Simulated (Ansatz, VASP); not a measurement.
One calculation of CdS, two programs

INCAR

```
SYSTEM = CdS
PREC = Accurate
ENCUT = 520
EDIFF = 1E-7
ISMEAR = 0
SIGMA = 0.01
LREAL = .False.
LASPH = .True.
NELM = 80
ALGO = Normal
ISIF = 2
LWAVE = .False.
LCHARG = .True.
LELF = .True.
LVHAR = .True.
NBANDS = 26
```

Contents of KPOINTS:

```
Automatic mesh
0
Gamma
  9 9 4
  0 0 0
```

Contents of POSCAR:

```
CdS
1.0
    4.1245340209      0.0000000000      0.0000000000
   -2.0622670104      3.5719512409      0.0000000000
    0.0000000000      0.0000000000      6.7092066446
Cd S
2 2
Direct
    0.3333333333      0.6666666667     -0.0090731558
    0.6666666667      0.3333333333      0.4909268442
    0.3333333333      0.6666666667      0.3860731558
    0.6666666667      0.3333333333      0.8860731558
```

Input for Ansatz:

```yaml
crystal:
  lattice:
    - [4.1245340209, 0.0, 0.0]
    - [-2.0622670104, 3.5719512409, 0.0]
    - [0.0, 0.0, 6.7092066446]
  atoms:
    - { symbol: Cd, position: [0.3333333333, 0.6666666667, -0.0090731558] }
    - { symbol: Cd, position: [0.6666666667, 0.3333333333, 0.4909268442] }
    - { symbol: S, position: [0.3333333333, 0.6666666667, 0.3860731558] }
    - { symbol: S, position: [0.6666666667, 0.3333333333, 0.8860731558] }
basis:
  ecutwfc: 420
  xc_grid: 2
kpoints:
  mp_grid: { grid: [9, 9, 4] }
hamiltonian:
  xc: lda
  pseudopotentials: { kind: paw, azcp: { folder: soft_1 } }
scf:
  occupations: { method: fixed }
output:
  forces: true
  stress: true
  eigenvalues: true
  polarization: {}
```

Change from the starting cell: polar distortion scaled by 0.85.

Alike in both runs: task single point; functional LDA; k mesh 9 × 9 × 4; no spin polarisation.

|  | VASP | Ansatz |
| --- | --- | --- |
| version | VASP 6.6.1 | Ansatz 0.2.0 |
| potentials or method | VASP PAW LDA potentials, release 64 (Cd, S), cutoff 520 eV | scalar-relativistic, plane waves, PAW |
| occupations | gaussian, width 0.01 eV | fixed |
| valence electrons in the cell | 36 | 52 |

```csv
,VASP,Ansatz,Ansatz less VASP
gap on the k mesh at the Fermi level (eV),1.03,1.00,-0.028
least direct gap on the mesh (eV),1.03,1.00,-0.028
pressure (GPa),-1.4,-1.9,-0.47
"traceless stress, the component that is largest in VASP (GPa)",-2.31,-2.16,+0.151
rms of the force components (eV/Å),0.258,0.248,-0.0107
```

Ansatz warns that its potentials were made for another functional, while VASP's fit it. LDA's correlation is that of Perdew and Zunger in VASP and of Perdew and Wang (1992) in Ansatz. Atom by atom the forces differ by 0.011 eV/Å (rms over components). VASP's potentials hold 36 valence electrons a cell and Ansatz's 52, so a difference there can come from the potentials and not from the codes.
